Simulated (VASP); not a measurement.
Crystal: Zn.

```
CELL_PARAMETERS angstrom
1.39021 2.40791 0.00000
-1.39021 2.40791 0.00000
0.00000 0.00000 9.00394
ATOMIC_POSITIONS crystal
Zn 0.00000 0.00000 0.00000
Zn 0.00000 0.00000 0.50000
Zn 0.33333 0.33334 0.75000
Zn 0.66666 0.66667 0.25000
```

| Quantity | Value |
| --- | --- |
| Program | VASP 6.6.1 |
| Task | relaxation of cell and atoms |
| Functional | PBE |
| Potentials or basis | VASP PAW PBE potentials, release 64 (Zn) |
| Cutoff | 600 eV |
| k mesh | 7 × 7 × 2, shifted |
| Occupations | fermi-dirac, width 0.0242 eV |
| Spin | no spin polarisation |

At the start: pressure -0.5 GPa; volume 15.07 Å³/atom.

How do energy, volume and symmetry change on relaxing?

Over 8 steps the energy falls by 6.3 meV/atom and the volume is 15.05 Å³/atom (-0.1 %); space group P6_3/mmc (No. 194, to 0.05 Å).

The path:
```
step  energy change (eV)  largest force (eV/Å)  pressure (GPa)  volume (Å³)
   1              0.0000                0.0000           -0.46        60.28
   2             -0.0187                0.0000            0.29        59.89
   3             -0.0230                0.0000            0.57        59.65
   4             -0.0235                0.0000            0.76        59.54
   5             -0.0253                0.0000           -0.05        60.21
   6             -0.0253                0.0000           -0.03        60.22
   7             -0.0253                0.0000            0.21        60.21
   8             -0.0253                0.0000           -0.01        60.21
```

Final structure:
```yaml
crystal:
  lattice:
    - [1.41121, 2.44430, 0.00000]
    - [-1.41121, 2.44430, 0.00000]
    - [0.00000, 0.00000, 8.72763]
  atoms:
    - { symbol: Zn, position: [0.00000, 0.00000, 0.00000] }
    - { symbol: Zn, position: [0.00000, 0.00000, 0.50000] }
    - { symbol: Zn, position: [0.33333, 0.33334, 0.75000] }
    - { symbol: Zn, position: [0.66666, 0.66667, 0.25000] }
```

Caveat: the k points lie up to 0.37 Å⁻¹ apart in the final cell.
